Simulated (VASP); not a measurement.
# AlGa3N2 (R-3m) in VASP: a series of runs

AlGa3N2 is run at these levels: PBE; tasks: single point.

All numbers are computed with VASP 6.6.1; they aren't measurements. Logs are shortened: lines on timing, memory, paths and dates and some standing lists are left out, and cuts for length are marked.

## 1. The cell of the first run

It takes space group R-3m (No. 166, trigonal). The conventional cell has a = 5.252 Å, b = 5.252 Å, c = 11.583 Å, α = 90.00°, β = 90.00°, γ = 120.00°. Al (site symmetry -3m) has 6 Ga at 2.45 Å and 6 N at 3.07 Å within 3.2 Å. Ga (site symmetry 2/m) has 2 Al at 2.45 Å and 4 Ga at 2.63 Å and 6 N at 2.82 to 3.02 Å within 3.2 Å. N (site symmetry 3m) has 9 Ga at 2.82 to 3.02 Å and 4 N at 2.96 to 3.16 Å and 3 Al at 3.07 Å within 3.7 Å.

## 2. Single point, PBE, collinear spin, ferromagnetic start

The input, INCAR:

```
PREC     = Accurate       # precision mode
ENCUT    = 520            # plane-wave cutoff, eV
EDIFF    = 1E-6           # SCF threshold, eV
ISMEAR   = 0              # smearing method
SIGMA    = 0.1            # smearing width, eV
LREAL    = F              # projectors in reciprocal space
LASPH    = T              # aspherical terms in the spheres
NELM     = 150            # most SCF steps
ALGO     = Normal         # electronic algorithm
ISIF     = 2              # what is computed and relaxed
LWAVE    = F              # write WAVECAR
LCHARG   = F              # write CHGCAR
ISPIN    = 2              # spin polarisation
MAGMOM   = 0 0 0 0 1 1    # initial moments
LORBIT   = 11             # projections on sites
GGA      = PE             # functional
NBANDS   = 39             # bands
```

The input, KPOINTS:

```
Automatic mesh
0
Gamma
  6 6 6
```

The input, POSCAR:

```
AlGa3N2
1.0
    2.6261693600      1.5162195900      3.8610455800
   -2.6261693600      1.5162195900      3.8610455800
    0.0000000000     -3.0324391700      3.8610455800
Al Ga N
1 3 2
Direct
    0.5000000000      0.5000000000      0.5000000000
    0.5000000000      0.5000000000      0.0000000000
    0.0000000000      0.5000000000      0.5000000000
    0.5000000000      0.0000000000      0.5000000000
    0.8720504600      0.8720504600      0.8720504600
    0.1279495400      0.1279495400      0.1279495400
```

Potentials or basis: VASP PAW PBE potentials, release 64 (Al, Ga_d, N).

Started as:

```sh
$ cat potpaw_PBE.64/Al/POTCAR potpaw_PBE.64/Ga_d/POTCAR potpaw_PBE.64/N/POTCAR > POTCAR
$ mpirun -np 1 vasp_std > vasp.out
```

OUTCAR:

```text
PREC = Accurate
   ENCUT = 520
   EDIFF = 1E-6
   ISMEAR = 0
   LREAL = F
   LASPH = T
   NELM = 150
   ISIF = 2
   ISPIN = 2
   LORBIT = 11
   GGA = PE

 ion  position               nearest neighbor table
   1  0.500  0.500  0.500-   2 2.45   2 2.45   4 2.45   3 2.45   4 2.45   3 2.45
   2  0.500  0.500  0.000-   1 2.45   1 2.45   3 2.63   4 2.63   4 2.63   3 2.63
   3  0.000  0.500  0.500-   1 2.45   1 2.45   2 2.63   2 2.63   4 2.63   4 2.63
   4  0.500  0.000  0.500-   1 2.45   1 2.45   2 2.63   2 2.63   3 2.63   3 2.63
   5  0.872  0.872  0.872-
   6  0.128  0.128  0.128-

  LATTYP: Found a trigonal (rhomboedric) cell.
 ALAT       =     4.9095173208
 COS(alpha) =     0.4277341072

  Lattice vectors:

 A1 = (   2.6261693600,   1.5162195900,   3.8610455800)
 A2 = (  -2.6261693600,   1.5162195900,   3.8610455800)
 A3 = (   0.0000000000,  -3.0324391700,   3.8610455800)

Analysis of symmetry for initial positions (statically):
=====================================================================
 Subroutine PRICEL returns:
 Original cell was already a primitive cell.

 Routine SETGRP: Setting up the symmetry group for a
 trigonal (rhombohedral) supercell.

 Subroutine GETGRP returns: Found 12 space group operations
 (whereof 12 operations were pure point group operations)
 out of a pool of 12 trial point group operations.

The static configuration has the point symmetry D_3d.

Analysis of symmetry for dynamics (positions and initial velocities):
=====================================================================
 Subroutine PRICEL returns:
 Original cell was already a primitive cell.

 Routine SETGRP: Setting up the symmetry group for a
 trigonal (rhombohedral) supercell.

 Subroutine GETGRP returns: Found 12 space group operations
 (whereof 12 operations were pure point group operations)
 out of a pool of 12 trial point group operations.

The dynamic configuration has the point symmetry D_3d.

Analysis of structural, dynamic, and magnetic symmetry:
=====================================================================
 Subroutine PRICEL returns:
 Original cell was already a primitive cell.

 Routine SETGRP: Setting up the symmetry group for a
 trigonal (rhombohedral) supercell.

 Subroutine GETGRP returns: Found 12 space group operations
 (whereof 12 operations were pure point group operations)
 out of a pool of 12 trial point group operations.

The overall configuration has the point symmetry D_3d.

 Subroutine INISYM returns: Found 12 space group operations
 (whereof 12 operations are pure point group operations),
 and found     1 'primitive' translations

----------------------------------------------------------------------------------------

                                     Primitive cell

  volume of cell :      92.2446

  direct lattice vectors                    reciprocal lattice vectors
     2.626169360  1.516219590  3.861045580     0.190391377  0.109922513  0.086332400
    -2.626169360  1.516219590  3.861045580    -0.190391377  0.109922513  0.086332400
     0.000000000 -3.032439170  3.861045580     0.000000000 -0.219845025  0.086332401

  length of vectors
     4.909517321  4.909517321  4.909517317     0.236188735  0.236188735  0.236188735

  position of ions in fractional coordinates (direct lattice)
     0.500000000  0.500000000  0.500000000
     0.500000000  0.500000000  0.000000000
     0.000000000  0.500000000  0.500000000
     0.500000000  0.000000000  0.500000000
     0.872050460  0.872050460  0.872050460
     0.127949540  0.127949540  0.127949540

  ion indices of the primitive-cell ions
   primitive index   ion index
                 1           1
                 2           2
                 3           3
                 4           4
                 5           5
                 6           6

----------------------------------------------------------------------------------------

[... 29 lines left out ...]
  0.500000 -0.000000  0.000000      3.000000
  0.166667  0.166667 -0.000000      6.000000
  0.333333  0.166667  0.000000     12.000000
[... 16 lines left out ...]
  0.500000  0.500000  0.166667      6.000000
 -0.333333  0.500000  0.166667     12.000000
 [... further k-points ...]
   k-points           NKPTS =     32   k-points in BZ     NKDIM =     32   number of bands    NBANDS=     39
   number of dos      NEDOS =    301   number of ions     NIONS =      6
   total plane-waves  NPLWV =  64000
   dimension x,y,z NGX =    40 NGY =   40 NGZ =   40
   dimension x,y,z NGXF=    80 NGYF=   80 NGZF=   80
   ions per type =               1   3   2
   NGX,Y,Z   is equivalent  to a cutoff of  13.54, 13.54, 13.54 a.u.
   NGXF,Y,Z  is equivalent  to a cutoff of  27.09, 27.09, 27.09 a.u.
 SYSTEM =  unknown system
   PREC   = accura    normal or accurate (medium, high low for compatibility)
   ISTART =      0    job   : 0-new  1-cont  2-samecut
   ICHARG =      2    charge: 1-file 2-atom 10-const
   ISPIN  =      2    spin polarized calculation?
   LNONCOLLINEAR =      F non collinear calculations
   LSORBIT =      F    spin-orbit coupling
   LASPH  =      T    aspherical Exc in radial PAW
   ENCUT  =  520.0 eV  38.22 Ry    6.18 a.u.   9.13  9.13  9.13*2*pi/ulx,y,z
   NELM   =    150;   NELMIN=  2; NELMDL= -5     # of ELM steps
   EDIFF  = 0.1E-05   stopping-criterion for ELM
   LREAL  =      F    real-space projection
   EDIFFG = 0.1E-04   stopping-criterion for IOM
   NSW    =      0    number of steps for IOM
   IBRION =     -1    ionic relax: 0-MD 1-quasi-New 2-CG
   NFREE  =      0    steps in history (QN), initial steepest desc. (CG)
   ISIF   =      2    stress and relaxation
   ISYM   =      2    0-nonsym 1-usesym 2-fastsym
   POTIM  = 0.5000    time-step for ionic-motion
   TEBEG  =    0.0;   TEEND  =   0.0 temperature during run
   PSTRESS=    0.0 pullay stress
   NELECT =      52.0000    total number of electrons
   NUPDOWN=      -1.0000    fix difference up-down
   EMIN   =  10.00;   EMAX   =-10.00  energy-range for DOS
   EFERMI =   0.00;   METHOD = LEGACY
   ISMEAR =     0;   SIGMA  =   0.10  broadening in eV -4-tet -1-fermi 0-gaus
   EFERMI_NEDOS =   21; number of points for ismear=-14 and -15
   IALGO  =     38    algorithm
   IMIX   =      4    mixing-type and parameters
     AMIX     =   0.40;   BMIX     =  1.00
     AMIX_MAG =   1.60;   BMIX_MAG =  1.00
  volume/ion in A,a.u.               =      15.37       103.75
  Fermi-wavevector in a.u.,A,eV,Ry     =   1.352370  2.555609 24.883767  1.828905
  Thomas-Fermi vector in A             =   2.479715
   LORBIT       =     11    0 simple, 1 ext, 2 COOP (PROOUT), +10 PAW based schemes
   GGA     = PE    functional components
   LHFCALC =     F    Hartree Fock is set to
   AEXX    =    0.0000 exact exchange contribution
   IVDW    =     0    specifies the selected vdW correction
   LEPSILON=     F    determine dielectric tensor
   LRPA    =     F    only Hartree local field effects (RPA)
 spin polarized calculation
 Gauss-broadening in eV      SIGMA  =   0.10
  energy-cutoff  :      520.00
  volume of cell :       92.24
 maximum number of plane-waves:      2511
 NGX is ok and might be reduce to    40
   NGX = 19   NGY = 19   NGZ = 19

 number of electron      52.0000010 magnetization       2.1426182

 Free energy of the ion-electron system (eV)
  ---------------------------------------------------
  ext. energy  EPLUGINS =         0.00000000
  ---------------------------------------------------
  free energy    TOTEN  =       -19.60270691 eV

  energy without entropy =      -19.58919108  energy(sigma->0) =      -19.59594900

 E-fermi :   4.9199     XC(G=0): -10.7608

 val. band max:        4.8996299058   @ k =  -0.1667   0.1667   0.1667
 cond. band min:       4.9374251774   @ k =  -0.3333   0.3333   0.0000
 fundamental gap:      0.0377952715
 Fermi energy:         4.9199121035

 spin component 1

 k-point     1 :       0.0000    0.0000    0.0000
  band No.  band energies     occupation
      1     -10.6139      1.00000
      2     -10.4012      1.00000
      3     -10.3919      1.00000
      4     -10.3919      1.00000
      5     -10.1520      1.00000
      6     -10.1430      1.00000
[... 973 lines left out ...]
     37      14.0696      0.00000
     38      14.8557      0.00000

 [... further k-points ...]

 spin component 2

 k-point     1 :       0.0000    0.0000    0.0000
  band No.  band energies     occupation
      1     -10.6084      1.00000
      2     -10.4007      1.00000
      3     -10.3921      1.00000
      4     -10.3921      1.00000
      5     -10.1492      1.00000
      6     -10.1412      1.00000
[... 973 lines left out ...]
     37      14.0323      0.00000
     38      14.8178      0.00000

 [... further k-points ...]

 [bands above 38 left out]

------------------------ aborting loop because EDIFF is reached ----------------------------------------

  FORCE on cell =-STRESS in cart. coord.  units (eV):
  Direction    XX          YY          ZZ          XY          YZ          ZX
  --------------------------------------------------------------------------------------
  -------------------------------------------------------------------------------------
  Total        2.5393657      2.5393657      2.2162497     -0.0000000      0.0000000      0.0000000
  in kB       44.1057107     44.1057107     38.4935767     -0.0000000      0.0000000      0.0000000
  external PRESSURE =      42.2349994 kB  Pullay stress =       0.0000000 kB

 VOLUME and BASIS-vectors are now :
 -----------------------------------------------------------------------------
  energy-cutoff  :      520.00
  volume of cell :       92.24
      direct lattice vectors                 reciprocal lattice vectors
     2.626169360  1.516219590  3.861045580     0.190391377  0.109922513  0.086332400
    -2.626169360  1.516219590  3.861045580    -0.190391377  0.109922513  0.086332400
     0.000000000 -3.032439170  3.861045580     0.000000000 -0.219845025  0.086332401

 POSITION                                       TOTAL-FORCE (eV/Angst)
 -----------------------------------------------------------------------------------
      0.00000      0.00000      5.79157         0.000000      0.000000     -0.000000
      0.00000      1.51622      3.86105         0.000000      0.000000     -0.000000
     -1.31308     -0.75811      3.86105        -0.000000      0.000000     -0.000000
      1.31308     -0.75811      3.86105         0.000000      0.000000     -0.000000
      0.00000      0.00000     10.10108         0.000000     -0.000000     -0.648851
      0.00000      0.00000      1.48206         0.000000      0.000000      0.648851
 -----------------------------------------------------------------------------------
    total drift:                                0.000000      0.000000     -0.000000

  FREE ENERGIE OF THE ION-ELECTRON SYSTEM (eV)
  ---------------------------------------------------
  free  energy   TOTEN  =       -19.6027069102 eV

  energy  without entropy=      -19.5891910814  energy(sigma->0) =      -19.59594900

 total charge

# of ion       s       p       d       tot
------------------------------------------
    1        0.439   0.367   0.000   0.806
    2        1.049   0.627   9.983  11.659
    3        1.049   0.627   9.983  11.659
    4        1.049   0.627   9.983  11.659
    5        1.356   1.982   0.000   3.338
    6        1.356   1.982   0.000   3.338
--------------------------------------------------
tot          6.298   6.213  29.948  42.459

 magnetization (x)

# of ion       s       p       d       tot
------------------------------------------
    1        0.007  -0.022   0.000  -0.014
    2        0.041  -0.056   0.001  -0.014
    3        0.041  -0.056   0.001  -0.014
    4        0.041  -0.056   0.001  -0.014
    5        0.018   0.823   0.000   0.841
    6        0.018   0.823   0.000   0.841
--------------------------------------------------
tot          0.165   1.457   0.003   1.625
```

It took 4.9 min on 1 thread of Intel Xeon Platinum 8375C at 2.90GHz (Ice Lake), shared host; peak memory 0.39 GiB.

What came out:

| Quantity | Value |
| --- | --- |
| Free energy | -19.6027 eV |
| Pressure | 4.2 GPa |
| Largest force | 0.649 eV/Å |
| Net moment | 2.14 μB per cell |
| Site moments | Al -0.01; Ga -0.01; N +0.84 μB |
| Valence electrons inside the program's atomic spheres | Al 0.81; Ga 11.66; N 3.34 |

Forces in eV/Å, atoms in the order of the input:
```
Al   0.000  0.000  0.000
Ga   0.000  0.000  0.000
Ga   0.000  0.000  0.000
Ga   0.000  0.000  0.000
N    0.000  0.000 -0.649
N    0.000  0.000  0.649
```

## 3. Single point, PBE, collinear spin, ferromagnetic start

This run uses another cell than the first one, of 20.33 Å³/atom, 1.323 times its volume.

The input, INCAR:

```
ALGO     = Normal         # electronic algorithm
EDIFF    = 1E-6           # SCF threshold, eV
ENCUT    = 520            # plane-wave cutoff, eV
GGA      = PE             # functional
ISIF     = 2              # what is computed and relaxed
ISMEAR   = 0              # smearing method
ISPIN    = 2              # spin polarisation
LASPH    = T              # aspherical terms in the spheres
LCHARG   = F              # write CHGCAR
LORBIT   = 11             # projections on sites
LREAL    = F              # projectors in reciprocal space
LWAVE    = F              # write WAVECAR
MAGMOM   = 0 0 0 0 1 1    # initial moments
NBANDS   = 39             # bands
NELM     = 150            # most SCF steps
PREC     = Accurate       # precision mode
SIGMA    = 0.1            # smearing width, eV
```

The input, KPOINTS:

```
k-points
0
Gamma
  6 6 6
```

The input, POSCAR:

```
AlGa3N2
1.0
    2.7450372931      1.5848480221      4.6741372387
   -2.7450372931      1.5848480221      4.6741372387
    0.0000000000     -3.1696960382      4.6741372408
Al Ga N
1 3 2
Direct
    0.5000000000      0.5000000000      0.5000000000
    0.5000000000      0.5000000000      0.0000000000
    0.0000000000      0.5000000000      0.5000000000
    0.5000000000      0.0000000000      0.5000000000
    0.7507991464      0.7507991464      0.7507991464
    0.2492008536      0.2492008536      0.2492008536
```

Potentials or basis: VASP PAW PBE potentials, release 64 (Al, Ga_d, N).

Started as:

```sh
$ cat potpaw_PBE.64/Al/POTCAR potpaw_PBE.64/Ga_d/POTCAR potpaw_PBE.64/N/POTCAR > POTCAR
$ mpirun -np 1 vasp_std > vasp.out
```

It took 6.7 min on 1 thread of Intel Xeon Platinum 8375C at 2.90GHz (Ice Lake), shared host; peak memory 0.44 GiB.

The run converged. Its results:

```
Free energy                                           : -23.8511 eV
Pressure                                              : 0.1 GPa
Largest force                                         : 0.009 eV/Å
Band gap on the k mesh                                : zero (filled and empty bands overlap)
Net moment                                            : 0.00 μB per cell
Valence electrons inside the program's atomic spheres : Al 0.77; Ga 11.68; N 3.56
```

Forces in eV/Å, atoms in the order of the input:
```
Al   0.000  0.000  0.000
Ga   0.000  0.000  0.000
Ga   0.000  0.000  0.000
Ga   0.000  0.000  0.000
N    0.000  0.000  0.009
N    0.000  0.000 -0.009
```

Levels at points of the mesh, in eV from the Fermi level:
Spin up:
```csv
k point,band 24,band 25,band 26,band 27,band 28,band 29
"(0.00, 0.00, 0.00)",-3.30,-1.11,-1.04,-1.04,1.12,1.82
"(0.50, 0.00, 0.00)",-2.21,-0.72,0.09,0.51,0.89,1.72
"(0.50, 0.50, 0.00)",-2.51,-1.16,0.44,0.48,1.56,1.59
"(0.50, 0.50, 0.50)",-1.97,-0.37,0.24,0.24,1.42,1.42
```
Spin down:
| k point | band 24 | band 25 | band 26 | band 27 | band 28 | band 29 |
| --- | --- | --- | --- | --- | --- | --- |
| (0.00, 0.00, 0.00) | -3.30 | -1.11 | -1.04 | -1.04 | 1.12 | 1.82 |
| (0.50, 0.00, 0.00) | -2.21 | -0.72 | 0.09 | 0.51 | 0.89 | 1.72 |
| (0.50, 0.50, 0.00) | -2.51 | -1.16 | 0.44 | 0.48 | 1.56 | 1.59 |
| (0.50, 0.50, 0.50) | -1.97 | -0.37 | 0.24 | 0.24 | 1.42 | 1.42 |

## 4. Single point, PBE

The input, INCAR:

```
PREC     = Accurate       # precision mode
ENCUT    = 600            # plane-wave cutoff, eV
EDIFF    = 1E-6           # SCF threshold, eV
ISMEAR   = 0              # smearing method
SIGMA    = 0.1            # smearing width, eV
LREAL    = False          # projectors in reciprocal space
LASPH    = True           # aspherical terms in the spheres
NELM     = 120            # most SCF steps
ALGO     = Normal         # electronic algorithm
ISIF     = 2              # what is computed and relaxed
LWAVE    = False          # write WAVECAR
LCHARG   = False          # write CHGCAR
GGA      = PE             # functional
NBANDS   = 35             # bands
GGA_COMPAT= False
```

The input, KPOINTS:

```
regular mesh
0
Gamma
  6 6 6
```

The input, POSCAR:

```
AlGa3N2
1.0
    2.6261693600      1.5162195900      3.8610455800
   -2.6261693600      1.5162195900      3.8610455800
    0.0000000000     -3.0324391700      3.8610455800
Al Ga N
1 3 2
Direct
    0.5000000000      0.5000000000      0.5000000000
    0.5000000000      0.5000000000      0.0000000000
    0.0000000000      0.5000000000      0.5000000000
    0.5000000000      0.0000000000      0.5000000000
    0.8720504600      0.8720504600      0.8720504600
    0.1279495400      0.1279495400      0.1279495400
```

Started as:

```sh
$ cat potpaw_PBE.64/Al/POTCAR potpaw_PBE.64/Ga_d/POTCAR potpaw_PBE.64/N/POTCAR > POTCAR
$ mpirun -np 1 vasp_std > vasp.out
```

Run time: 52 s. Hardware: 1 thread of Intel Xeon 6975P-C (Granite Rapids), shared host; peak memory 0.29 GiB.

It converged, with:

* Free energy: -19.4146 eV
* Pressure: 0.8 GPa
* Largest force: 0.767 eV/Å
* Band gap on the k mesh: zero (band 26 reaches 5.14 eV, above the bottom of band 27 at 3.78 eV)

Forces on the atoms (eV/Å):
```
Al   0.000  0.000  0.000
Ga   0.000  0.000  0.000
Ga   0.000  0.000  0.000
Ga   0.000  0.000  0.000
N    0.000  0.000 -0.767
N    0.000  0.000  0.767
```

Stress tensor (GPa, compression positive):
```
 1.56  0.00  0.00
 0.00  1.56  0.00
 0.00  0.00 -0.73
```

Levels at points of the mesh, in eV from the Fermi level:
```tsv
k point	band 24	band 25	band 26	band 27	band 28	band 29
(0.00, 0.00, 0.00)	-2.40	-1.62	-0.99	-0.99	0.43	1.50
(0.50, 0.00, 0.00)	-2.51	-0.85	-0.46	0.48	0.80	1.45
(0.50, 0.50, 0.00)	-0.20	-0.17	0.37	0.44	0.88	1.29
(0.50, 0.50, 0.50)	-2.33	-0.78	0.28	0.28	1.31	1.83
```

## 5. Overview

| spin | cell | cutoff (eV) | gap on the mesh (eV) | pressure (GPa) | moment (μB) | largest force (eV/Å) |
| --- | --- | --- | --- | --- | --- | --- |
| collinear, ferromagnetic start | a = 4.910 Å, angles 64.7°, 6 atoms | 520 | none | 4.2 | 2.14 | 0.65 |
| collinear, ferromagnetic start | a = 5.648 Å, angles 58.2°, 6 atoms | 520 | none | 0.1 | 0.00 | 0.01 |
| off | a = 4.910 Å, angles 64.7°, 6 atoms | 600 | none | 0.8 | - | 0.77 |

Alike in all rows: task single point; level PBE; potentials or basis VASP PAW PBE potentials, release 64 (Al, Ga_d, N); k mesh 6 × 6 × 6; smearing gaussian 0.1 eV.

Absolute energies hang on the potentials; compare differences alone.
